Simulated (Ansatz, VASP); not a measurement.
# SrY2 in VASP and in Ansatz

```
Sr Y
1.0
     6.07460    0.00000    0.00000
     0.00000    6.07460    0.00000
     0.00000    0.00000    6.07460
Sr Y
2 4
Direct
  0.00000 0.00000 0.00000
  0.50000 0.50000 0.50000
  0.25000 0.25000 0.25000
  0.25000 0.75000 0.75000
  0.75000 0.75000 0.25000
  0.75000 0.25000 0.75000
```

Alike in both runs: functional r2SCAN; k mesh 4 × 4 × 4; occupations gaussian, width 0.1 eV; no spin polarisation.

Ansatz relaxed the structure, and its values are those at the end. VASP's run is a single point on that final structure, the one shown.

```csv
,VASP,Ansatz
version,VASP 6.6.1,Ansatz 0.2.0
potentials or method,"VASP PAW PBE potentials, release 64 (Sr_sv, Y_sv), cutoff 520 eV","scalar-relativistic, plane waves, PAW"
valence electrons in the cell,64,64
```

|  | VASP | Ansatz | Ansatz less VASP |
| --- | --- | --- | --- |
| gap on the k mesh at the Fermi level (eV) | none | none | - |
| pressure (GPa) | 0.2 | 0.1 | -0.09 |

VASP's potentials were made for PBE, not for r2SCAN. A gap of «none» marks a metal or a gap that the smearing closes.
